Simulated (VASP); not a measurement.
Input of a VASP 6.6.1 run:

The input INCAR:

```
  PREC = Accurate
  ENCUT = 700
  EDIFF = 1E-7
  ISMEAR = 0
  SIGMA = 0.02
  LREAL = F
  LASPH = T
  NELM = 120
  ALGO = Normal
  ISIF = 3
  LWAVE = F
  LCHARG = F
  GGA = PE
  IBRION = 2
  NSW = 100
  EDIFFG = -0.01
  GGA_COMPAT = F
  NELMIN = 4
```

Contents of KPOINTS:

```
regular mesh
0
Gamma
  6 6 4
```

POSCAR

```
CdF2
1.0
    3.8524944417      0.0000000000      0.0000000000
    0.0000000000      3.8524944417      0.0000000000
    0.0000000000      0.0000000000      5.5599671426
Cd F
1 2
Direct
    0.0000000000      0.0000000000      0.0000000000
    0.5000000000      0.0000000000      0.1712881996
    0.0000000000      0.5000000000      0.8287118004
```

Potentials or basis: VASP PAW PBE potentials, release 64 (Cd_sv_GW, F).

Launch:

```console
$ cat potpaw_PBE.64/Cd_sv_GW/POTCAR potpaw_PBE.64/F/POTCAR > POTCAR
$ mpirun -np 1 vasp_std > vasp.out
```

What does it give for the band gap on the k mesh?

2.60 eV (least direct gap 2.73 eV).

Predict the space group after relaxing (to 0.1 Å).

P-4m2 (No. 115).

Step by step:
```
step  energy change (eV)  largest force (eV/Å)  pressure (GPa)  volume (Å³)
   1              0.0000                0.0119           -0.30        82.52
   3             -0.0009                0.0498            0.10        81.67
   5             -0.0039                0.0598            0.09        80.75
   7             -0.0154                0.1074            0.08        76.49
   9             -0.0259                0.1456           -0.24        69.99
  11             -0.0314                0.0533           -1.20        68.26
  13             -0.0420                0.0511           -1.34        65.92
  15             -0.0879                0.1383           -1.29        56.67
  17             -0.0732                0.3008            0.18        55.05
  19             -0.0699                0.3587            0.74        52.67
  21             -0.0681                0.3717            0.89        51.98
  23             -0.0756                0.3391            0.79        49.41
  25             -0.1238                0.1923           -0.39        48.68
  27             -0.1767                0.0046            0.19        45.71
  29             -0.1775                0.0191            0.07        45.76
  31             -0.1779                0.0287            0.06        45.80
  33             -0.1782                0.0269            0.11        45.86
  35             -0.1784                0.0524           -0.41        46.70
  37             -0.1787                0.0365           -0.14        46.36
  39             -0.1790                0.0059            0.23        46.58
  41             -0.1791                0.0065            0.12        46.58
  42             -0.1792                0.0045           -0.08        46.77
```

Caveat: the cell differs from its parent crystal (atoms taken out); the volume moved by over 15 % at a fixed basis, so the end points are rough. A k mesh can miss the band edges.
